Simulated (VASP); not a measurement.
# Na7Bi in VASP: a series of runs, part 2 of 3

VASP 6.6.1. Earlier steps stand in the parts before.

## Step 3: Single point, PBE

INCAR reads:

```
SYSTEM = Na7Bi
  ALGO = Normal
  EDIFF = 1E-6
  ENCUT = 520
  GGA = PE
  ISIF = 2
  ISMEAR = 0
  LASPH = .TRUE.
  LCHARG = .TRUE.
  LELF = .TRUE.
  LREAL = .FALSE.
  LVHAR = .TRUE.
  LWAVE = .FALSE.
  NBANDS = 42
  NELM = 100
  PREC = Accurate
  SIGMA = 0.2
```

KPOINTS reads:

```
k-points
0
G
  4 4 4
  0 0 0
```

POSCAR reads:

```
Na7Bi
1.0
    0.0000000000      5.0813389000      5.0813389000
    5.0813389000      0.0000000000      5.0813389000
    5.0813389000      5.0813389000      0.0000000000
Na Bi
7 1
Direct
    0.5000000000      1.0000000000      0.0000000000
    1.0000000000      0.5000000000      0.5000000000
    1.0000000000      0.5000000000      0.0000000000
    0.5000000000      1.0000000000      0.5000000000
    1.0000000000      0.0000000000      0.5000000000
    0.5000000000      0.5000000000      0.0000000000
    0.5000000000      0.5000000000      0.5000000000
    0.0000000000      0.0000000000      0.0000000000
```

Potentials or basis: VASP PAW PBE potentials, release 64 (Na_pv, Bi_d).

On the command line:

```
> cat potpaw_PBE.64/Na_pv/POTCAR potpaw_PBE.64/Bi_d/POTCAR > POTCAR
> mpirun -np 1 vasp_std > vasp.out
```

OUTCAR:

```text
SYSTEM = Na7Bi
   EDIFF = 1E-6
   ENCUT = 520
   GGA = PE
   ISIF = 2
   ISMEAR = 0
   LASPH = .TRUE.
   LREAL = .FALSE.
   NELM = 100
   PREC = Accurate

 ion  position               nearest neighbor table
   1  0.500  0.000  0.000-
   2  0.000  0.500  0.500-
   3  0.000  0.500  0.000-
   4  0.500  0.000  0.500-
   5  0.000  0.000  0.500-
   6  0.500  0.500  0.000-
   7  0.500  0.500  0.500-
   8  0.000  0.000  0.000-

  LATTYP: Found a face centered cubic cell.
 ALAT       =    10.1626778000

  Lattice vectors:

 A1 = (   0.0000000000,   5.0813389000,   5.0813389000)
 A2 = (   5.0813389000,   0.0000000000,   5.0813389000)
 A3 = (   5.0813389000,   5.0813389000,   0.0000000000)

Analysis of symmetry for initial positions (statically):
=====================================================================
 Subroutine PRICEL returns:
 Original cell was already a primitive cell.

 Routine SETGRP: Setting up the symmetry group for a
 face centered cubic supercell.

 Subroutine GETGRP returns: Found 48 space group operations
 (whereof 48 operations were pure point group operations)
 out of a pool of 48 trial point group operations.

The static configuration has the point symmetry O_h .

Analysis of symmetry for dynamics (positions and initial velocities):
=====================================================================
 Subroutine PRICEL returns:
 Original cell was already a primitive cell.

 Routine SETGRP: Setting up the symmetry group for a
 face centered cubic supercell.

 Subroutine GETGRP returns: Found 48 space group operations
 (whereof 48 operations were pure point group operations)
 out of a pool of 48 trial point group operations.

The dynamic configuration has the point symmetry O_h .

 Subroutine INISYM returns: Found 48 space group operations
 (whereof 48 operations are pure point group operations),
 and found     1 'primitive' translations

----------------------------------------------------------------------------------------

                                     Primitive cell

  volume of cell :     262.4004

  direct lattice vectors                    reciprocal lattice vectors
     0.000000000  5.081338900  5.081338900    -0.098399262  0.098399262  0.098399262
     5.081338900  0.000000000  5.081338900     0.098399262 -0.098399262  0.098399262
     5.081338900  5.081338900  0.000000000     0.098399262  0.098399262 -0.098399262

  length of vectors
     7.186098387  7.186098387  7.186098387     0.170432522  0.170432522  0.170432522

  position of ions in fractional coordinates (direct lattice)
     0.500000000  0.000000000  0.000000000
     0.000000000  0.500000000  0.500000000
     0.000000000  0.500000000  0.000000000
     0.500000000  0.000000000  0.500000000
     0.000000000  0.000000000  0.500000000
     0.500000000  0.500000000  0.000000000
     0.500000000  0.500000000  0.500000000
     0.000000000  0.000000000  0.000000000

[... 33 lines left out ...]
 ===========================================

 Found      8 irreducible k-points:

 Following reciprocal coordinates:
            Coordinates               Weight
  0.000000  0.000000  0.000000      1.000000
  0.250000  0.000000  0.000000      8.000000
  0.500000  0.000000  0.000000      4.000000
  0.250000  0.250000  0.000000      6.000000
  0.500000  0.250000  0.000000     24.000000
 -0.250000  0.250000  0.000000     12.000000
  0.500000  0.500000  0.000000      3.000000
 -0.250000  0.500000  0.250000      6.000000
   k-points           NKPTS =      8   k-points in BZ     NKDIM =      8   number of bands    NBANDS=     42
   number of dos      NEDOS =    301   number of ions     NIONS =      8
   total plane-waves  NPLWV = 157464
   dimension x,y,z NGX =    54 NGY =   54 NGZ =   54
   dimension x,y,z NGXF=   108 NGYF=  108 NGZF=  108
   ions per type =               7   1
   NGX,Y,Z   is equivalent  to a cutoff of  12.49, 12.49, 12.49 a.u.
   NGXF,Y,Z  is equivalent  to a cutoff of  24.99, 24.99, 24.99 a.u.
 SYSTEM =  Na7Bi
   PREC   = accura    normal or accurate (medium, high low for compatibility)
   ISTART =      0    job   : 0-new  1-cont  2-samecut
   ICHARG =      2    charge: 1-file 2-atom 10-const
   ISPIN  =      1    spin polarized calculation?
   LNONCOLLINEAR =      F non collinear calculations
   LSORBIT =      F    spin-orbit coupling
   LASPH  =      T    aspherical Exc in radial PAW
   ENCUT  =  520.0 eV  38.22 Ry    6.18 a.u.  13.36 13.36 13.36*2*pi/ulx,y,z
   NELM   =    100;   NELMIN=  2; NELMDL= -5     # of ELM steps
   EDIFF  = 0.1E-05   stopping-criterion for ELM
   LREAL  =      F    real-space projection
   EDIFFG = 0.1E-04   stopping-criterion for IOM
   NSW    =      0    number of steps for IOM
   IBRION =     -1    ionic relax: 0-MD 1-quasi-New 2-CG
   NFREE  =      0    steps in history (QN), initial steepest desc. (CG)
   ISIF   =      2    stress and relaxation
   ISYM   =      2    0-nonsym 1-usesym 2-fastsym
   POTIM  = 0.5000    time-step for ionic-motion
   TEBEG  =    0.0;   TEEND  =   0.0 temperature during run
   PSTRESS=    0.0 pullay stress
   NELECT =      64.0000    total number of electrons
   NUPDOWN=      -1.0000    fix difference up-down
   EMIN   =  10.00;   EMAX   =-10.00  energy-range for DOS
   EFERMI =   0.00;   METHOD = LEGACY
   ISMEAR =     0;   SIGMA  =   0.20  broadening in eV -4-tet -1-fermi 0-gaus
   EFERMI_NEDOS =   21; number of points for ismear=-14 and -15
   IALGO  =     38    algorithm
   IMIX   =      4    mixing-type and parameters
     AMIX     =   0.40;   BMIX     =  1.00
     AMIX_MAG =   1.60;   BMIX_MAG =  1.00
  volume/ion in A,a.u.               =      32.80       221.35
  Fermi-wavevector in a.u.,A,eV,Ry     =   1.022853  1.932912 14.234807  1.046229
  Thomas-Fermi vector in A             =   2.156555
   LORBIT       =      0    0 simple, 1 ext, 2 COOP (PROOUT), +10 PAW based schemes
   GGA     = PE    functional components
   LHFCALC =     F    Hartree Fock is set to
   AEXX    =    0.0000 exact exchange contribution
   IVDW    =     0    specifies the selected vdW correction
   LEPSILON=     F    determine dielectric tensor
   LRPA    =     F    only Hartree local field effects (RPA)
 non-spin polarized calculation
 Gauss-broadening in eV      SIGMA  =   0.20
  energy-cutoff  :      520.00
  volume of cell :      262.40
 maximum number of plane-waves:      7120
 NGX is ok and might be reduce to    54
   NGX = 27   NGY = 27   NGZ = 27

 number of electron      63.9999984 magnetization

 Free energy of the ion-electron system (eV)
  ---------------------------------------------------
  ext. energy  EPLUGINS =         0.00000000
  ---------------------------------------------------
  free energy    TOTEN  =       -13.85580390 eV

  energy without entropy =      -13.75676700  energy(sigma->0) =      -13.80628545

 E-fermi :   1.4790     XC(G=0):  -7.2137

 val. band max:        1.4386031249   @ k =   0.2500   0.2500   0.0000
 cond. band min:       1.5165153128   @ k =   0.5000   0.0000   0.0000
 fundamental gap:      0.0779121879
 Fermi energy:         1.4790480432

 k-point     1 :       0.0000    0.0000    0.0000
  band No.  band energies     occupation
      1     -23.4797      2.00000
      2     -23.4706      2.00000
      3     -23.4706      2.00000
      4     -23.4706      2.00000
      5     -23.4470      2.00000
      6     -23.4470      2.00000
[... 349 lines left out ...]
     41       5.6545      0.00000
     42       5.7737      0.00000

------------------------ aborting loop because EDIFF is reached ----------------------------------------

  FORCE on cell =-STRESS in cart. coord.  units (eV):
  Direction    XX          YY          ZZ          XY          YZ          ZX
  --------------------------------------------------------------------------------------
  -------------------------------------------------------------------------------------
  Total        0.1246080      0.1246080      0.1246080      0.0000000      0.0000000     -0.0000000
  in kB        0.7608378      0.7608378      0.7608378      0.0000000      0.0000000     -0.0000000
  external PRESSURE =       0.7608378 kB  Pullay stress =       0.0000000 kB

 VOLUME and BASIS-vectors are now :
 -----------------------------------------------------------------------------
  energy-cutoff  :      520.00
  volume of cell :      262.40
      direct lattice vectors                 reciprocal lattice vectors
     0.000000000  5.081338900  5.081338900    -0.098399262  0.098399262  0.098399262
     5.081338900  0.000000000  5.081338900     0.098399262 -0.098399262  0.098399262
     5.081338900  5.081338900  0.000000000     0.098399262  0.098399262 -0.098399262

 POSITION                                       TOTAL-FORCE (eV/Angst)
 -----------------------------------------------------------------------------------
      0.00000      2.54067      2.54067        -0.000000      0.000000     -0.000000
      5.08134      2.54067      2.54067        -0.000000     -0.000000     -0.000000
      2.54067      0.00000      2.54067        -0.000000     -0.000000     -0.000000
      2.54067      5.08134      2.54067        -0.000000     -0.000000      0.000000
      2.54067      2.54067      0.00000        -0.000000      0.000000     -0.000000
      2.54067      2.54067      5.08134         0.000000     -0.000000     -0.000000
      5.08134      5.08134      5.08134        -0.000000     -0.000000     -0.000000
      0.00000      0.00000      0.00000        -0.000000     -0.000000     -0.000000
 -----------------------------------------------------------------------------------
    total drift:                               -0.000000      0.000000     -0.000000

  FREE ENERGIE OF THE ION-ELECTRON SYSTEM (eV)
  ---------------------------------------------------
  free  energy   TOTEN  =       -13.8558039010 eV

  energy  without entropy=      -13.7567670004  energy(sigma->0) =      -13.80628545
```

It took 66 s on 1 thread of AMD EPYC 9R45 (Zen 5), shared host; peak memory 0.39 GiB.

What came out:

```
Free energy            : -13.8558 eV
Pressure               : 0.1 GPa
Band gap on the k mesh : zero (bands 32 and 33 overlap by 0.53 eV)
```

Caveat: spin-orbit coupling is left out, which moves the levels of the heavy elements.

## Step 4: Single point, PBE

INCAR reads:

```
SYSTEM = Na7Bi
  PREC = Accurate
  ENCUT = 520
  EDIFF = 1E-7
  ISMEAR = 0
  SIGMA = 0.1
  LREAL = .False.
  LASPH = .True.
  NELM = 100
  ALGO = Fast
  ISIF = 2
  LWAVE = .False.
  LCHARG = .False.
  GGA = PE
  NBANDS = 42
```

KPOINTS reads:

```
Automatic mesh
0
Gamma
  6 6 6
  0 0 0
```

POSCAR reads:

```
Na7Bi
1.0
    0.0000000000      5.0813389000      5.0813389000
    5.0813389000      0.0000000000      5.0813389000
    5.0813389000      5.0813389000      0.0000000000
Na Bi
7 1
Direct
    0.5000000000      0.0000000000      0.0000000000
    0.0000000000      0.5000000000      0.5000000000
    0.0000000000      0.5000000000      0.0000000000
    0.5000000000      0.0000000000      0.5000000000
    0.0000000000      0.0000000000      0.5000000000
    0.5000000000      0.5000000000      0.0000000000
    0.5000000000      0.5000000000      0.5000000000
    0.0000000000      0.0000000000      0.0000000000
```

Potentials or basis: VASP PAW PBE potentials, release 64 (Na_pv, Bi_d).

On the command line:

```
> cat potpaw_PBE.64/Na_pv/POTCAR potpaw_PBE.64/Bi_d/POTCAR > POTCAR
> mpirun -np 1 vasp_std > vasp.out
```

OUTCAR:

```text
SYSTEM = Na7Bi
   PREC = Accurate
   ENCUT = 520
   EDIFF = 1E-7
   ISMEAR = 0
   LREAL = .False.
   LASPH = .True.
   NELM = 100
   ISIF = 2
   GGA = PE

 ion  position               nearest neighbor table
   1  0.500  0.000  0.000-
   2  0.000  0.500  0.500-
   3  0.000  0.500  0.000-
   4  0.500  0.000  0.500-
   5  0.000  0.000  0.500-
   6  0.500  0.500  0.000-
   7  0.500  0.500  0.500-
   8  0.000  0.000  0.000-
[... 921 lines left out ...]
  -------------------------------------------------------------------------------------
  Total       -0.0124509     -0.0124509     -0.0124509      0.0000000      0.0000000      0.0000000
  in kB       -0.0760234     -0.0760234     -0.0760234      0.0000000      0.0000000      0.0000000
  external PRESSURE =      -0.0760234 kB  Pullay stress =       0.0000000 kB

 VOLUME and BASIS-vectors are now :
 -----------------------------------------------------------------------------
  energy-cutoff  :      520.00
  volume of cell :      262.40
      direct lattice vectors                 reciprocal lattice vectors
     0.000000000  5.081338900  5.081338900    -0.098399262  0.098399262  0.098399262
     5.081338900  0.000000000  5.081338900     0.098399262 -0.098399262  0.098399262
     5.081338900  5.081338900  0.000000000     0.098399262  0.098399262 -0.098399262

 POSITION                                       TOTAL-FORCE (eV/Angst)
 -----------------------------------------------------------------------------------
      0.00000      2.54067      2.54067         0.000000     -0.000000      0.000000
      5.08134      2.54067      2.54067        -0.000000     -0.000000     -0.000000
      2.54067      0.00000      2.54067         0.000000     -0.000000      0.000000
      2.54067      5.08134      2.54067         0.000000      0.000000      0.000000
      2.54067      2.54067      0.00000         0.000000      0.000000      0.000000
      2.54067      2.54067      5.08134         0.000000     -0.000000     -0.000000
      5.08134      5.08134      5.08134        -0.000000      0.000000      0.000000
      0.00000      0.00000      0.00000         0.000000     -0.000000      0.000000
 -----------------------------------------------------------------------------------
    total drift:                               -0.000000      0.000000     -0.000000

  FREE ENERGIE OF THE ION-ELECTRON SYSTEM (eV)
  ---------------------------------------------------
  free  energy   TOTEN  =       -13.8851501906 eV

  energy  without entropy=      -13.8652470873  energy(sigma->0) =      -13.87519864
```

stdout:

```text
POSCAR found type information on POSCAR NaBi
 POSCAR found :  2 types and       8 ions
 scaLAPACK will be used
 LDA part: xc-table for (Slater+PW92), standard interpolation
 POSCAR, INCAR and KPOINTS ok, starting setup
 FFT: planning ... GRIDC
 FFT: planning ... GRID_SOFT
 FFT: planning ... GRID
 WAVECAR not read
 entering main loop
```

Run time: 2.4 min. Hardware: 1 thread of AMD EPYC 9R45 (Zen 5), shared host; peak memory 0.42 GiB.

What came out:

- Free energy: -13.8852 eV
- Pressure: 0.0 GPa
- Band gap on the k mesh: zero (bands 32 and 33 overlap by 0.61 eV)

Levels at points of the mesh, in eV from the Fermi level:
| k point | band 30 | band 31 | band 32 | band 33 | band 34 | band 35 |
| --- | --- | --- | --- | --- | --- | --- |
| (0.00, 0.00, 0.00) | -1.46 | -1.46 | 0.56 | 1.11 | 1.11 | 1.11 |
| (0.50, 0.00, 0.00) | -1.58 | -1.47 | 0.06 | 0.45 | 0.45 | 0.84 |
| (0.50, 0.50, 0.00) | -1.91 | -1.53 | -0.60 | 0.82 | 1.47 | 1.47 |

Caveat: spin-orbit coupling is left out, which moves the levels of the heavy elements.

(Part 2 of 3 ends here.)

The gap in the log of VASP goes by the Fermi energy; the results here count the filled bands.